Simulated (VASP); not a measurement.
# Rh (I4/mmm) in VASP: notebook

Runs on Rh. Level: r2SCAN. Tasks: single point.

Program: VASP 6.6.1. These are calculated values, not measurements. Logs are shortened: lines on timing, memory, paths and dates and some standing lists are left out, and cuts for length are marked.

### 1 The cell of the first run

The structure is tetragonal, space group I4/mmm (No. 139). Conventional cell: a = 2.689 Å, b = 2.689 Å, c = 3.917 Å, α = 90.00°, β = 90.00°, γ = 90.00°. Within 3.5 Å of Rh (site symmetry 4/mmm) lie 12 Rh at 2.69 to 2.73 Å.

### 2 Single point, r2SCAN (strain +0.000 along x and y, +0.030 along z)

File POSCAR:

```
Rh
1.0
    0.0000000000      1.9015500000      1.9585965000
    1.9015500000      0.0000000000      1.9585965000
    1.9015500000      1.9015500000      0.0000000000
Rh
1
Direct
    0.0000000000      0.0000000000      0.0000000000
```

File INCAR.step1:

```
SYSTEM = Rh
ALGO = Normal
EDIFF = 1E-5
ENCUT = 680
GGA = PE
GGA_COMPAT = .FALSE.
ISMEAR = 0
LASPH = .TRUE.
LCHARG = .FALSE.
LREAL = .FALSE.
LWAVE = .TRUE.
NBANDS = 14
NELM = 120
PREC = Accurate
SIGMA = 0.15
```

File INCAR.step2:

```
SYSTEM = Rh
ALGO = Normal
EDIFF = 1E-6
ENCUT = 680
GGA_COMPAT = .FALSE.
ISIF = 2
ISMEAR = 0
ISTART = 1
LASPH = .TRUE.
LCHARG = .FALSE.
LMIXTAU = .TRUE.
LREAL = .FALSE.
LWAVE = .FALSE.
METAGGA = R2SCAN
NBANDS = 14
NELM = 120
PREC = Accurate
SIGMA = 0.15
```

File KPOINTS:

```
k-points
0
G
  8 8 8
  0 0 0
```

Potentials or basis: VASP PAW PBE potentials, release 64 (Rh_sv_GW).

Command:

```console
$ cat potpaw_PBE.64/Rh_sv_GW/POTCAR > POTCAR
$ cp INCAR.step1 INCAR
$ mpirun -np 1 vasp_std > vasp.out
$ cp INCAR.step2 INCAR
$ mpirun -np 1 vasp_std > vasp.out
```

OUTCAR:

```text
SYSTEM = Rh
   EDIFF = 1E-6
   ENCUT = 680
   ISIF = 2
   ISMEAR = 0
   ISTART = 1
   LASPH = .TRUE.
   LREAL = .FALSE.
   METAGGA = R2SCAN
   NELM = 120
   PREC = Accurate

 ion  position               nearest neighbor table
   1  0.000  0.000  0.000-

  LATTYP: Found a body centered tetragonal cell.
 ALAT       =     2.6891977995
 C/A-ratio  =     1.4566399692

  Lattice vectors:

 A1 = (  -1.9015500000,   0.0000000000,   1.9585965000)
 A2 = (   1.9015500000,   0.0000000000,   1.9585965000)
 A3 = (   0.0000000000,   1.9015500000,  -1.9585965000)

Analysis of symmetry for initial positions (statically):
=====================================================================
 Subroutine PRICEL returns:
 Original cell was already a primitive cell.

 Routine SETGRP: Setting up the symmetry group for a
 body centered tetragonal supercell.

 Subroutine GETGRP returns: Found 16 space group operations
 (whereof 16 operations were pure point group operations)
 out of a pool of 16 trial point group operations.

The static configuration has the point symmetry D_4h.

Analysis of symmetry for dynamics (positions and initial velocities):
=====================================================================
 Subroutine PRICEL returns:
 Original cell was already a primitive cell.

 Routine SETGRP: Setting up the symmetry group for a
 body centered tetragonal supercell.

 Subroutine GETGRP returns: Found 16 space group operations
 (whereof 16 operations were pure point group operations)
 out of a pool of 16 trial point group operations.

The dynamic configuration has the point symmetry D_4h.

 Subroutine INISYM returns: Found 16 space group operations
 (whereof 16 operations are pure point group operations),
 and found     1 'primitive' translations

----------------------------------------------------------------------------------------

                                     Primitive cell

  volume of cell :      14.1641

  direct lattice vectors                    reciprocal lattice vectors
     0.000000000  1.901550000  1.958596500    -0.262943388  0.262943388  0.255284843
     1.901550000  0.000000000  1.958596500     0.262943388 -0.262943388  0.255284843
     1.901550000  1.901550000  0.000000000     0.262943388  0.262943388 -0.255284843

  length of vectors
     2.729833814  2.729833814  2.689197800     0.451052992  0.451052992  0.451052992

  position of ions in fractional coordinates (direct lattice)
     0.000000000  0.000000000  0.000000000

  ion indices of the primitive-cell ions
   primitive index   ion index
                 1           1

----------------------------------------------------------------------------------------

 KPOINTS: k-points

Automatic generation of k-mesh.
 Grid dimensions read from file:
 generate k-points for:    8    8    8

 Generating k-lattice:

  Cartesian coordinates                     Fractional coordinates (reciprocal lattice)
    -0.032867924  0.032867924  0.031910605     0.125000000 -0.000000000  0.000000000
     0.032867924 -0.032867924  0.031910605    -0.000000000  0.125000000  0.000000000
     0.032867924  0.032867924 -0.031910605     0.000000000  0.000000000  0.125000000

  Length of vectors
     0.056381624  0.056381624  0.056381624

  Shift w.r.t. Gamma in fractional coordinates (k-lattice)
     0.000000000  0.000000000  0.000000000

 Subroutine IBZKPT returns following result:
 ===========================================

 Found     59 irreducible k-points:

 Following reciprocal coordinates:
            Coordinates               Weight
  0.000000  0.000000  0.000000      1.000000
  0.125000  0.000000  0.000000      8.000000
  0.250000  0.000000  0.000000      8.000000
  0.375000  0.000000  0.000000      8.000000
  0.500000  0.000000  0.000000      4.000000
  0.125000  0.125000  0.000000      2.000000
[... 16 lines left out ...]
  0.250000  0.000000  0.125000     16.000000
  0.375000  0.000000  0.125000     16.000000
 [... further k-points ...]
   k-points           NKPTS =     59   k-points in BZ     NKDIM =     59   number of bands    NBANDS=     14
   number of dos      NEDOS =    301   number of ions     NIONS =      1
   total plane-waves  NPLWV =  13824
   dimension x,y,z NGX =    24 NGY =   24 NGZ =   24
   dimension x,y,z NGXF=    48 NGYF=   48 NGZF=   48
   ions per type =               1
   NGX,Y,Z   is equivalent  to a cutoff of  14.62, 14.62, 14.84 a.u.
   NGXF,Y,Z  is equivalent  to a cutoff of  29.23, 29.23, 29.67 a.u.
 SYSTEM =  Rh
   PREC   = accura    normal or accurate (medium, high low for compatibility)
   ISTART =      1    job   : 0-new  1-cont  2-samecut
   ICHARG =      0    charge: 1-file 2-atom 10-const
   ISPIN  =      1    spin polarized calculation?
   LNONCOLLINEAR =      F non collinear calculations
   LSORBIT =      F    spin-orbit coupling
   LASPH  =      T    aspherical Exc in radial PAW
   ENCUT  =  680.0 eV  49.98 Ry    7.07 a.u.   5.80  5.80  5.72*2*pi/ulx,y,z
   NELM   =    120;   NELMIN=  2; NELMDL=  0     # of ELM steps
   EDIFF  = 0.1E-05   stopping-criterion for ELM
   LREAL  =      F    real-space projection
[... 7 lines left out ...]
   TEBEG  =    0.0;   TEEND  =   0.0 temperature during run
   PSTRESS=    0.0 pullay stress
   NELECT =      17.0000    total number of electrons
   NUPDOWN=      -1.0000    fix difference up-down
   EMIN   =  10.00;   EMAX   =-10.00  energy-range for DOS
   EFERMI =   0.00;   METHOD = LEGACY
   ISMEAR =     0;   SIGMA  =   0.15  broadening in eV -4-tet -1-fermi 0-gaus
   EFERMI_NEDOS =   21; number of points for ismear=-14 and -15
   IALGO  =     38    algorithm
   IMIX   =      4    mixing-type and parameters
     AMIX     =   0.40;   BMIX     =  1.00
     AMIX_MAG =   1.60;   BMIX_MAG =  1.00
  volume/ion in A,a.u.               =      14.16        95.58
  Fermi-wavevector in a.u.,A,eV,Ry     =   1.739780  3.287707 41.182579  3.026834
  Thomas-Fermi vector in A             =   2.812555
   LORBIT       =      0    0 simple, 1 ext, 2 COOP (PROOUT), +10 PAW based schemes
   METAGGA = R2SCAN    functional components
   LHFCALC =     F    Hartree Fock is set to
   AEXX    =    0.0000 exact exchange contribution
   IVDW    =     0    specifies the selected vdW correction
   LEPSILON=     F    determine dielectric tensor
   LRPA    =     F    only Hartree local field effects (RPA)
 non-spin polarized calculation
 Gauss-broadening in eV      SIGMA  =   0.15
  energy-cutoff  :      680.00
  volume of cell :       14.16
 maximum number of plane-waves:       588
   NGX = 11   NGY = 11   NGZ = 11

 number of electron      16.9999999 magnetization

 Free energy of the ion-electron system (eV)
  ---------------------------------------------------
  ext. energy  EPLUGINS =         0.00000000
  ---------------------------------------------------
  free energy    TOTEN  =       -23.25251264 eV

  energy without entropy =      -23.23160987  energy(sigma->0) =      -23.24206125

 E-fermi :  10.2238     XC(G=0): -15.0386

 val. band max:       10.2155108797   @ k =  -0.3750   0.2500   0.0000
 cond. band min:      10.2322036868   @ k =   0.3750   0.0000   0.0000
 fundamental gap:      0.0166928070
 Fermi energy:        10.2237939778

 k-point     1 :       0.0000    0.0000    0.0000
  band No.  band energies     occupation
      1     -70.8581      2.00000
      2     -37.5378      2.00000
      3     -37.5245      2.00000
      4     -37.5245      2.00000
      5       2.2632      2.00000
      6       6.9714      2.00000
      7       7.2964      2.00000
      8       7.2964      2.00000
      9       8.9803      2.00000
     10       9.3602      2.00000
     11      26.6832      0.00000
     12      31.5874      0.00000
     13      32.4577      0.00000
     14      32.4577      0.00000

 k-point     2 :       0.1250    0.0000    0.0000
  band No.  band energies     occupation
      1     -70.8424      2.00000
      2     -37.6350      2.00000
      3     -37.5500      2.00000
      4     -37.5367      2.00000
      5       2.8729      2.00000
      6       6.9165      2.00000
      7       7.3248      2.00000
      8       7.5118      2.00000
      9       8.9184      2.00000
     10       9.2375      2.00000
     11      27.4633      0.00000
     12      29.6736      0.00000
     13      32.7502      0.00000
     14      33.3359      0.00000

 k-point     3 :       0.2500    0.0000    0.0000
  band No.  band energies     occupation
      1     -70.8042      2.00000
      2     -37.8870      2.00000
      3     -37.5902      2.00000
      4     -37.5660      2.00000
      5       4.0764      2.00000
      6       7.0707      2.00000
      7       7.3741      2.00000
      8       7.6769      2.00000
      9       9.3122      2.00000
     10       9.4157      2.00000
     11      25.7629      0.00000
     12      28.2177      0.00000
     13      34.8272      0.00000
     14      35.3203      0.00000
[... 324 lines left out ...]
 k-point    23 :       0.2500    0.0000    0.1250
  band No.  band energies     occupation
      1     -70.8053      2.00000
      2     -37.8207      2.00000
      3     -37.6154      2.00000
      4     -37.5962      2.00000
      5       4.2084      2.00000
      6       6.3363      2.00000
      7       7.6447      2.00000
      8       7.9222      2.00000
      9       8.9256      2.00000
     10       9.6476      2.00000
     11      27.4324      0.00000
     12      28.9245      0.00000
     13      31.7743      0.00000
     14      33.0709      0.00000

 k-point    24 :       0.3750    0.0000    0.1250
  band No.  band energies     occupation
      1     -70.7670      2.00000
      2     -38.0577      2.00000
      3     -37.6557      2.00000
      4     -37.6354      2.00000
      5       4.7022      2.00000
      6       6.9911      2.00000
      7       7.2936      2.00000
      8       7.7242      2.00000
      9      10.4523      0.03121
     10      10.7990      0.00000
     11      23.1221      0.00000
     12      27.9616      0.00000
     13      31.0489      0.00000
     14      32.8794      0.00000

 [... further k-points ...]
[... 5 lines left out ...]
  --------------------------------------------------------------------------------------
  -------------------------------------------------------------------------------------
  Total       -0.4525602     -0.4525602     -1.0233664      0.0000000      0.0000000     -0.0000000
  in kB      -51.1913335    -51.1913335   -115.7580623      0.0000000      0.0000000     -0.0000000
  external PRESSURE =     -72.7135764 kB  Pullay stress =       0.0000000 kB

 VOLUME and BASIS-vectors are now :
 -----------------------------------------------------------------------------
  energy-cutoff  :      680.00
  volume of cell :       14.16
      direct lattice vectors                 reciprocal lattice vectors
     0.000000000  1.901550000  1.958596500    -0.262943388  0.262943388  0.255284843
     1.901550000  0.000000000  1.958596500     0.262943388 -0.262943388  0.255284843
     1.901550000  1.901550000  0.000000000     0.262943388  0.262943388 -0.255284843

 POSITION                                       TOTAL-FORCE (eV/Angst)
 -----------------------------------------------------------------------------------
      0.00000      0.00000      0.00000         0.000000     -0.000000      0.000000
 -----------------------------------------------------------------------------------
    total drift:                               -0.000000      0.000000      0.000000

  FREE ENERGIE OF THE ION-ELECTRON SYSTEM (eV)
  ---------------------------------------------------
  free  energy   TOTEN  =       -23.2525126381 eV

  energy  without entropy=      -23.2316098703  energy(sigma->0) =      -23.24206125
```

It took 36 s on 1 thread of Intel Xeon Platinum 8488C (Sapphire Rapids), shared host; peak memory 0.16 GiB.

What came out:

| Property | Result |
| --- | --- |
| Free energy | -23.2525 eV |
| Pressure | -7.3 GPa |
| Band gap on the k mesh | zero (an odd number of electrons rules out a gap without spin polarisation) |

Stress tensor (GPa, compression positive):
```
 -5.12   0.00   0.00
  0.00  -5.12   0.00
  0.00   0.00 -11.58
```

Caveat: the cell differs from its parent crystal (strain +0.000 along x and y, +0.030 along z); the stress differs along the axes, from -12 to -5 GPa; the PAW data sets were made with another functional, which shifts forces and pressure a little.

### 3 Single point, r2SCAN (strain +0.015 along x and y, -0.015 along z)

File POSCAR:

```
Rh
1.0
    0.0000000000      1.9300732500      1.8730267500
    1.9300732500      0.0000000000      1.8730267500
    1.9300732500      1.9300732500      0.0000000000
Rh
1
Direct
    0.0000000000      0.0000000000      0.0000000000
```

File INCAR.step1:

```
ALGO = Normal
EDIFF = 1E-5
ENCUT = 680
GGA = PE
GGA_COMPAT = False
ISMEAR = 0
LASPH = True
LCHARG = False
LREAL = False
LWAVE = True
NBANDS = 14
NELM = 120
PREC = Accurate
SIGMA = 0.15
```

File INCAR.step2:

```
ALGO = Normal
EDIFF = 1E-6
ENCUT = 680
GGA_COMPAT = False
ISIF = 2
ISMEAR = 0
ISTART = 1
LASPH = True
LCHARG = False
LMIXTAU = True
LREAL = False
LWAVE = False
METAGGA = R2SCAN
NBANDS = 14
NELM = 120
PREC = Accurate
SIGMA = 0.15
```

File KPOINTS:

```
k-points
0
Gamma
  8 8 8
```

Potentials or basis: VASP PAW PBE potentials, release 64 (Rh_sv_GW).

Command:

```console
$ cat potpaw_PBE.64/Rh_sv_GW/POTCAR > POTCAR
$ cp INCAR.step1 INCAR
$ mpirun -np 1 vasp_std > vasp.out
$ cp INCAR.step2 INCAR
$ mpirun -np 1 vasp_std > vasp.out
```

Run time: 48 s. Hardware: 1 thread of AMD EPYC 9R45 (Zen 5), shared host; peak memory 0.13 GiB.

The run converged. Its results:

```yaml
Free_energy: -23.2595 eV
Pressure: -3.6 GPa
Band_gap_on_the_k_mesh: zero (an odd number of electrons rules out a gap without spin polarisation)
```

Stress tensor (GPa, compression positive):
```
-5.78  0.00  0.00
 0.00 -5.78  0.00
 0.00  0.00  0.84
```

Levels at points of the mesh, in eV from the Fermi level:
| k point | band 6 | band 7 | band 8 | band 9 | band 10 | band 11 |
| --- | --- | --- | --- | --- | --- | --- |
| (0.00, 0.00, 0.00) | -3.21 | -3.21 | -2.89 | -1.27 | -0.89 | 16.45 |
| (0.50, 0.00, 0.00) | -3.39 | -3.05 | 0.47 | 0.64 | 0.89 | 8.92 |
| (0.50, 0.50, 0.00) | -6.07 | 0.47 | 1.02 | 1.02 | 3.87 | 13.24 |
| (0.50, 0.00, 0.50) | -6.03 | 0.47 | 0.85 | 1.13 | 3.21 | 12.38 |

Caveat: the cell differs from its parent crystal (strain +0.015 along x and y, -0.015 along z); the stress differs along the axes, from -6 to 1 GPa; the PAW data sets were made with another functional, which shifts forces and pressure a little.

The gap in the log of VASP goes by the Fermi energy; the results here count the filled bands.